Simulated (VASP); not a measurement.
A run of VASP 6.6.1:

File INCAR:

```
ALGO = Fast
EDIFF = 1E-7
ENCUT = 520
GGA = PE
ISIF = 2
ISMEAR = 0
LASPH = True
LCHARG = True
LELF = True
LREAL = False
LVHAR = True
LWAVE = False
NBANDS = 11
NELM = 100
PREC = Accurate
SIGMA = 0.014
```

Contents of KPOINTS:

```
k-points
0
Gamma
  12 12 12
```

File POSCAR:

```
Pt
1.0
   -1.5842200000      1.5842200000      1.5842200000
    1.5842200000     -1.5842200000      1.5842200000
    1.5842200000      1.5842200000     -1.5842200000
Pt
1
Direct
    0.0000000000      0.0000000000      0.0000000000
```

Potentials or basis: VASP PAW PBE potentials, release 64 (Pt).

The run is started by

```bash
$ cat potpaw_PBE.64/Pt/POTCAR > POTCAR
$ mpirun -np 1 vasp_std > vasp.out
```

Hardware: 1 thread of AMD EPYC 7R13 Processor (Zen 3), with other jobs on the host.

Estimate the wall time of this run.

Run time: 11 s on 1 thread of AMD EPYC 7R13 Processor (Zen 3), with other jobs on the host, peak memory 0.1 GiB. Counts: scf iterations 15, k points 72.
